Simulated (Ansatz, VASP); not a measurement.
**One calculation of TaGeW6, two programs**

```
Ta Ge W
1.0
     3.24760    0.00000    0.00000
     0.00000    3.24760    0.00000
     0.00000    0.00000   12.27968
Ta Ge W
1 1 6
Direct
  0.00000 0.00000 0.00626
  0.50000 0.50000 0.13021
  0.50000 0.50000 0.62294
  0.00000 0.00000 0.75134
  0.00000 0.00000 0.24486
  0.50000 0.50000 0.36942
  0.50000 0.50000 0.87753
  0.00000 0.00000 0.49744
```

Alike in both runs: functional PBE; k mesh 10 × 10 × 4; occupations gaussian, width 0.1 eV; no spin polarisation.

Ansatz relaxed the structure, and its values are those at the end. VASP's run is a single point on that final structure, the one shown.

```csv
,VASP,Ansatz
version,VASP 6.6.1,Ansatz 0.2.0
potentials or method,"VASP PAW PBE potentials, release 64 (Ta_pv, Ge_d, W_sv), cutoff 520 eV","scalar-relativistic, plane waves, PAW"
valence electrons in the cell,109,111
```

```csv
,VASP,Ansatz,Ansatz less VASP
gap on the k mesh at the Fermi level (eV),none,none,-
pressure (GPa),0.4,0.0,-0.41
```

A gap of «none» marks a metal or a gap that the smearing closes. VASP's potentials hold 109 valence electrons a cell and Ansatz's 111, so a difference there can come from the potentials and not from the codes.

Neither program's run includes spin-orbit coupling.
